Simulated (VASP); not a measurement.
# Ti3Ag (P4/mmm) in VASP: a series of runs, part 2 of 2

VASP 6.6.1. Earlier steps stand in the parts before.

### Step 3. Electric field gradients, LDA (equal xx and yy strain of -2 %)

INCAR reads:

```
SYSTEM = Ti3Ag
PREC     = Accurate       ! precision mode
ENCUT    = 520            ! plane-wave cutoff, eV
EDIFF    = 1E-8           ! SCF threshold, eV
ISMEAR   = -1             ! smearing method
SIGMA    = 0.08           ! smearing width, eV
LREAL    = .FALSE.        ! projectors in reciprocal space
LASPH    = .TRUE.         ! aspherical terms in the spheres
NELM     = 100            ! most SCF steps
ALGO     = Normal         ! electronic algorithm
ISIF     = 2              ! what is computed and relaxed
LWAVE    = .FALSE.        ! write WAVECAR
LCHARG   = .FALSE.        ! write CHGCAR
LEFG     = .TRUE.       
NBANDS   = 32             ! bands
```

KPOINTS reads:

```
Automatic mesh
0
G
  9 9 9
  0 0 0
```

POSCAR reads:

```
Ti3Ag
1.0
    4.1032600000      0.0000000000      0.0000000000
    0.0000000000      4.1032600000      0.0000000000
    0.0000000000      0.0000000000      3.9500000000
Ti Ag
3 1
Direct
    0.0000000000      0.5000000000      0.5000000000
    0.5000000000      0.0000000000      0.5000000000
    0.5000000000      0.5000000000      0.0000000000
    0.0000000000      0.0000000000      0.0000000000
```

Potentials or basis: VASP PAW LDA potentials, release 64 (Ti_sv, Ag).

Launch:

```bash
$ cat potpaw_LDA.64/Ti_sv/POTCAR potpaw_LDA.64/Ag/POTCAR > POTCAR
$ mpirun -np 1 vasp_std > vasp.out
```

OUTCAR:

```text
SYSTEM = Ti3Ag
   PREC = Accurate
   ENCUT = 520
   EDIFF = 1E-8
   ISMEAR = -1
   LREAL = .FALSE.
   LASPH = .TRUE.
   NELM = 100
   ISIF = 2

 ion  position               nearest neighbor table
   1  0.000  0.500  0.500-   3 2.85   4 2.85   3 2.85   4 2.85   4 2.85   4 2.85   3 2.85   3 2.85
                             2 2.90   2 2.90   2 2.90   2 2.90
   2  0.500  0.000  0.500-   3 2.85   4 2.85   3 2.85   4 2.85   3 2.85   3 2.85   4 2.85   4 2.85
                             1 2.90   1 2.90   1 2.90   1 2.90
   3  0.500  0.500  0.000-   1 2.85   2 2.85   1 2.85   2 2.85   2 2.85   2 2.85   1 2.85   1 2.85
                             4 2.90   4 2.90   4 2.90   4 2.90
   4  0.000  0.000  0.000-   1 2.85   2 2.85   1 2.85   2 2.85   1 2.85   1 2.85   2 2.85   2 2.85
                             3 2.90   3 2.90   3 2.90   3 2.90

  LATTYP: Found a simple tetragonal cell.
 ALAT       =     4.1032600000
 C/A-ratio  =     0.9626492106

  Lattice vectors:

 A1 = (   4.1032600000,   0.0000000000,   0.0000000000)
 A2 = (   0.0000000000,   4.1032600000,   0.0000000000)
 A3 = (   0.0000000000,   0.0000000000,   3.9500000000)

Analysis of symmetry for initial positions (statically):
=====================================================================
 Subroutine PRICEL returns:
 Original cell was already a primitive cell.

 Routine SETGRP: Setting up the symmetry group for a
 simple tetragonal supercell.

 Subroutine GETGRP returns: Found 16 space group operations
 (whereof 16 operations were pure point group operations)
 out of a pool of 16 trial point group operations.

The static configuration has the point symmetry D_4h.

Analysis of symmetry for dynamics (positions and initial velocities):
=====================================================================
 Subroutine PRICEL returns:
 Original cell was already a primitive cell.

 Routine SETGRP: Setting up the symmetry group for a
 simple tetragonal supercell.

 Subroutine GETGRP returns: Found 16 space group operations
 (whereof 16 operations were pure point group operations)
 out of a pool of 16 trial point group operations.

The dynamic configuration has the point symmetry D_4h.

 Subroutine INISYM returns: Found 16 space group operations
 (whereof 16 operations are pure point group operations),
 and found     1 'primitive' translations

----------------------------------------------------------------------------------------

                                     Primitive cell

  volume of cell :      66.5051

  direct lattice vectors                    reciprocal lattice vectors
     4.103260000  0.000000000  0.000000000     0.243708661  0.000000000  0.000000000
     0.000000000  4.103260000  0.000000000     0.000000000  0.243708661  0.000000000
     0.000000000  0.000000000  3.950000000     0.000000000  0.000000000  0.253164557

  length of vectors
     4.103260000  4.103260000  3.950000000     0.243708661  0.243708661  0.253164557

  position of ions in fractional coordinates (direct lattice)
     0.000000000  0.500000000  0.500000000
     0.500000000  0.000000000  0.500000000
     0.500000000  0.500000000  0.000000000
     0.000000000  0.000000000  0.000000000

  ion indices of the primitive-cell ions
   primitive index   ion index
[... 89 lines left out ...]
   EMIN   =  10.00;   EMAX   =-10.00  energy-range for DOS
   EFERMI =   0.00;   METHOD = LEGACY
   ISMEAR =    -1;   SIGMA  =   0.08  broadening in eV -4-tet -1-fermi 0-gaus
   EFERMI_NEDOS =   21; number of points for ismear=-14 and -15
   IALGO  =     38    algorithm
   IMIX   =      4    mixing-type and parameters
     AMIX     =   0.40;   BMIX     =  1.00
     AMIX_MAG =   1.60;   BMIX_MAG =  1.00
  volume/ion in A,a.u.               =      16.63       112.20
  Fermi-wavevector in a.u.,A,eV,Ry     =   1.458218  2.755632 28.931417  2.126399
  Thomas-Fermi vector in A             =   2.574928
   LORBIT       =      0    0 simple, 1 ext, 2 COOP (PROOUT), +10 PAW based schemes
   GGA     = CA    functional components
   LHFCALC =     F    Hartree Fock is set to
   AEXX    =    0.0000 exact exchange contribution
   IVDW    =     0    specifies the selected vdW correction
   LEPSILON=     F    determine dielectric tensor
   LRPA    =     F    only Hartree local field effects (RPA)
 non-spin polarized calculation
  energy-cutoff  :      520.00
  volume of cell :       66.51
 maximum number of plane-waves:      1813
 NGX is ok and might be reduce to    32
   NGX = 15   NGY = 15   NGZ = 15

 number of electron      47.0000000 magnetization

 Free energy of the ion-electron system (eV)
  ---------------------------------------------------
  ext. energy  EPLUGINS =         0.00000000
  ---------------------------------------------------
  free energy    TOTEN  =       -29.23860383 eV

  energy without entropy =      -29.08881627  energy(sigma->0) =      -29.16371005

 E-fermi :   8.5392     XC(G=0): -12.1862

 val. band max:        8.5371004707   @ k =   0.3333   0.3333   0.3333
 cond. band min:       8.5429391898   @ k =   0.3333   0.2222   0.0000
 fundamental gap:      0.0058387191
 Fermi energy:         8.5392498787

 k-point     1 :       0.0000    0.0000    0.0000
  band No.  band energies     occupation
      1     -47.4596      2.00000
      2     -47.3332      2.00000
      3     -47.2683      2.00000
      4     -24.2828      2.00000
      5     -24.2828      2.00000
      6     -24.2665      2.00000
[... 829 lines left out ...]
     31      10.8513      0.00000
     32      11.0250      0.00000

 [... further k-points ...]
[... 5 lines left out ...]
  --------------------------------------------------------------------------------------
  -------------------------------------------------------------------------------------
  Total       -2.5651027     -2.5651027     -1.9336384      0.0000000      0.0000000      0.0000000
  in kB      -61.7959725    -61.7959725    -46.5833448      0.0000000      0.0000000      0.0000000
  external PRESSURE =     -56.7250966 kB  Pullay stress =       0.0000000 kB

 VOLUME and BASIS-vectors are now :
 -----------------------------------------------------------------------------
  energy-cutoff  :      520.00
  volume of cell :       66.51
      direct lattice vectors                 reciprocal lattice vectors
     4.103260000  0.000000000  0.000000000     0.243708661  0.000000000  0.000000000
     0.000000000  4.103260000  0.000000000     0.000000000  0.243708661  0.000000000
     0.000000000  0.000000000  3.950000000     0.000000000  0.000000000  0.253164557

 POSITION                                       TOTAL-FORCE (eV/Angst)
 -----------------------------------------------------------------------------------
      0.00000      2.05163      1.97500         0.000000      0.000000      0.000000
      2.05163      0.00000      1.97500         0.000000      0.000000      0.000000
      2.05163      2.05163      0.00000         0.000000      0.000000      0.000000
      0.00000      0.00000      0.00000         0.000000      0.000000      0.000000
 -----------------------------------------------------------------------------------
    total drift:                                0.000000     -0.000000     -0.000000

  FREE ENERGIE OF THE ION-ELECTRON SYSTEM (eV)
  ---------------------------------------------------
  free  energy   TOTEN  =       -29.2386038316 eV

  energy  without entropy=      -29.0888162723  energy(sigma->0) =      -29.16371005

 Electric field gradients (V/A^2)
---------------------------------------------------------------------
 ion       V_xx      V_yy      V_zz      V_xy      V_xz      V_yz
---------------------------------------------------------------------
   1       3.538    -2.396    -1.142    -0.000    -0.000     0.000
   2      -2.396     3.538    -1.142    -0.000     0.000    -0.000
   3       1.364     1.364    -2.728     0.000    -0.000    -0.000
   4      -0.486    -0.486     0.973    -0.000     0.000     0.000
---------------------------------------------------------------------

 Electric field gradients after diagonalization (V/A^2)
 (convention: |V_zz| > |V_xx| > |V_yy|)
----------------------------------------------------------------------
 ion       V_xx      V_yy      V_zz     asymmetry (V_yy - V_xx)/ V_zz
----------------------------------------------------------------------
   1      -2.396    -1.142     3.538       0.355
   2      -2.396    -1.142     3.538       0.355
   3       1.364     1.364    -2.728       0.000
   4      -0.486    -0.486     0.973       0.000
----------------------------------------------------------------------

           NMR quadrupolar parameters

 Cq : quadrupolar parameter    Cq=e*Q*V_zz/h
 eta: asymmetry parameters     (V_yy - V_xx)/ V_zz
 Q  : nuclear electric quadrupole moment in mb (millibarn)
----------------------------------------------------------------------
 ion       Cq(MHz)       eta       Q (mb)
----------------------------------------------------------------------
   1       0.009       0.355       1.000
   2       0.009       0.355       1.000
   3      -0.007       0.000       1.000
   4       0.002       0.000       1.000
----------------------------------------------------------------------
```

It took 1.9 min on 1 thread of Intel Xeon Platinum 8488C (Sapphire Rapids), shared host; peak memory 0.25 GiB.

What came out:

```yaml
Free_energy: -29.2386 eV
Pressure: -5.7 GPa
Band_gap_on_the_k_mesh: zero (an odd number of electrons rules out a gap without spin polarisation)
Largest_electric_field_gradient_by_atom: Ti +3.5, -2.7 (each value once); Ag +1.0 V/Å²
```

Levels at points of the mesh, in eV from the Fermi level:
```
           k point  band 21  band 22  band 23  band 24  band 25  band 26  band 27  band 28
(0.00, 0.00, 0.00)    -0.57    -0.53    -0.18     0.02     2.35     2.35     2.36     2.36
```

Electric field gradients, principal values (V/Å²):
| atom | least | middle | greatest (by size) |
| --- | --- | --- | --- |
| 1 Ti | -1.142 | -2.396 | 3.538 |
| 2 Ti | -1.142 | -2.396 | 3.538 |
| 3 Ti | 1.364 | 1.364 | -2.728 |
| 4 Ag | -0.486 | -0.486 | 0.973 |

Caveat: the cell differs from its parent crystal (equal xx and yy strain of -2 %); the cell stands under tension; without QUAD_EFG the Cq values of the log hold for a quadrupole moment of 1 mb, not for the nuclei.
